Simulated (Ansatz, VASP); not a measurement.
**One calculation of TiSi2, two programs**

```xyz
6
Lattice="0.0000 4.1352 4.2796 2.4039 0.0000 4.2796 2.4039 4.1352 0.0000" Properties=species:S:1:pos:R:3 pbc="T T T"
Ti    3.6443    6.2028    6.4194
Ti    2.4423    4.1352    4.2796
Si    1.1691    0.7181    2.0723
Si    1.1691    3.4171    2.2073
Si    2.3711    1.3495    4.2121
Si    2.3711    6.9208    4.3470
```

Change from the starting cell: mode 4 (183.3 1/cm) frozen in, largest displacement +0.075 Å.

Alike in both runs: task single point; functional PBE; k mesh 14 × 14 × 14; occupations gaussian, width 0.15 eV; no spin polarisation.

|  | VASP | Ansatz |
| --- | --- | --- |
| version | VASP 6.6.1 | Ansatz 0.2.0 |
| potentials or method | VASP PAW PBE potentials, release 64 (Ti_sv, Si), cutoff 520 eV | scalar-relativistic, plane waves, PAW |
| valence electrons in the cell | 40 | 40 |

|  | VASP | Ansatz | Ansatz less VASP |
| --- | --- | --- | --- |
| gap on the k mesh at the Fermi level (eV) | none | none | - |
| pressure (GPa) | 0.2 | 0.2 | 0.00 |
| traceless stress, the component that is largest in VASP (GPa) | -0.40 | -0.40 | 0.000 |
| rms of the force components (eV/Å) | 0.145 | 0.145 | -0.0001 |

Atom by atom the forces differ by 0.000 eV/Å (rms over components). A gap of «none» marks a metal or a gap that the smearing closes. The functional is the same, so the differences come from potentials, cutoffs and numerics.
